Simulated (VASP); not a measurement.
Write the native input for VASP 6.6.1 that does the following.

```yaml
Task: single point
Functional: PBEsol
Dispersion: D4
Potentials_or_basis: VASP PAW PBE potentials, release 64 (Ge_d)
Cutoff: 520 eV
k_mesh: 6 × 6 × 2
Occupations: methfessel-paxton, width 0.3 eV
Spin: no spin polarisation
Dipole_correction: no
Further_INCAR_settings: ALGO = Normal; EDIFF = 1e-06; NBANDS = 36
```

The structure of Ge lies in POSCAR:

```
Ge
1.0
    4.0504050000      0.0000000000      0.0000000000
   -2.0252020000      3.5077530000      0.0000000000
    0.0000000000      0.0000000000     10.9933590000
Ge
4
Direct
    0.0000000000      0.0000000000      0.9774520000
    0.0000000000      0.0000000000      0.4774520000
    0.3333333333      0.6666666667      0.9148480000
    0.6666666667      0.3333333333      0.4148480000
```

One way to write it, as run:

INCAR

```
PREC     = Accurate       # precision mode
ENCUT    = 520            # plane-wave cutoff, eV
EDIFF    = 1E-6           # SCF threshold, eV
ISMEAR   = 1              # smearing method
SIGMA    = 0.3            # smearing width, eV
LREAL    = False          # projectors in reciprocal space
LASPH    = True           # aspherical terms in the spheres
NELM     = 60             # most SCF steps
ALGO     = Normal         # electronic algorithm
ISIF     = 2              # what is computed and relaxed
LWAVE    = False          # write WAVECAR
LCHARG   = False          # write CHGCAR
GGA      = PS             # functional
IVDW     = 13             # dispersion correction
NBANDS   = 36             # bands
```

KPOINTS

```
regular mesh
0
Gamma
  6 6 2
```

Potentials or basis: VASP PAW PBE potentials, release 64 (Ge_d).

The run is started by

```console
$ cat potpaw_PBE.64/Ge_d/POTCAR > POTCAR
$ mpirun -np 1 vasp_std > vasp.out
```

It gave:

The pressure is -2.2 GPa, the largest force is 0.161 eV/Å and the band gap on the k mesh is zero (filled and empty bands touch). The dispersion energy per atom is -0.131 eV.

Caveat: the PAW data sets were made with another functional, which shifts forces and pressure a little; pairwise dispersion overbinds metals, which lowers pressure and volume.

Run time: 92 s on 1 thread of Intel Xeon 6975P-C (shared host), peak memory 0.28 GiB.
